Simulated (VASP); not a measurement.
**Li: relaxation of cell and atoms with PBE**

Li:

```
Li
1.0
    -1.28823    1.28823    1.28823
     1.28823   -1.28823    1.28823
     1.28823    1.28823   -1.28823
Li
1
Direct
  0.00000 0.00000 0.00000
```

* Program: VASP 6.6.1
* Task: relaxation of cell and atoms
* Functional: PBE
* Potentials or basis: VASP PAW PBE potentials, release 64 (Li_sv)
* Cutoff: 600 eV
* k mesh: 21 × 21 × 21
* Occupations: fermi-dirac, width 0.08 eV
* Spin: no spin polarisation
* Target pressure: 51 GPa
* Dipole correction: no
* Further INCAR settings: ALGO = Normal; EDIFF = 1e-06; IBRION = 2; EDIFFG = -0.005; NSW = 32; ISIF = 3

```json
{
 "Relaxed volume": "8.53 Å³/atom",
 "Relaxed cell": "a = 2.230 Å, b = 2.230 Å, c = 2.230 Å, α = 109.47°, β = 109.47°, γ = 109.47°",
 "Space group after relaxing (to 0.1 Å)": "Im-3m (No. 229)",
 "Energy change on relaxing (the run minimises the enthalpy)": "+6.0 meV/atom",
 "Ionic steps": "2",
 "Pressure after relaxing": "51.0 GPa",
 "Band gap on the k mesh": "zero (an odd number of electrons rules out a gap without spin polarisation)"
}
```

Step by step:
```tsv
step	energy change (eV)	largest force (eV/Å)	pressure (GPa)	volume (Å³)
1	0.0000	0.0000	50.71	8.55
2	0.0060	0.0000	51.01	8.53
```

Final structure:
```xyz
1
Lattice="-1.2873 1.2873 1.2873 1.2873 -1.2873 1.2873 1.2873 1.2873 -1.2873" Properties=species:S:1:pos:R:3 pbc="T T T"
Li    0.0000    2.5745    0.0000
```

Levels at points of the mesh, in eV from the Fermi level:
```
           k point  band 1  band 2  band 3  band 4  band 5
(0.00, 0.00, 0.00)  -45.78   -4.06   26.53   26.53   26.53
```

It took 12 s on 1 thread of Intel(R) Xeon(R) Platinum 8259CL CPU @ 2.50GHz (Skylake/Cascade Lake) (shared host), peak memory 0.12 GiB.

Caveat: the cutoff is under 1.25 times the usual one of these potentials, so pressure, stress and relaxed cells hold a basis-set (Pulay) error; the cell is relaxed towards a set pressure, so the run minimises the enthalpy, not the energy.
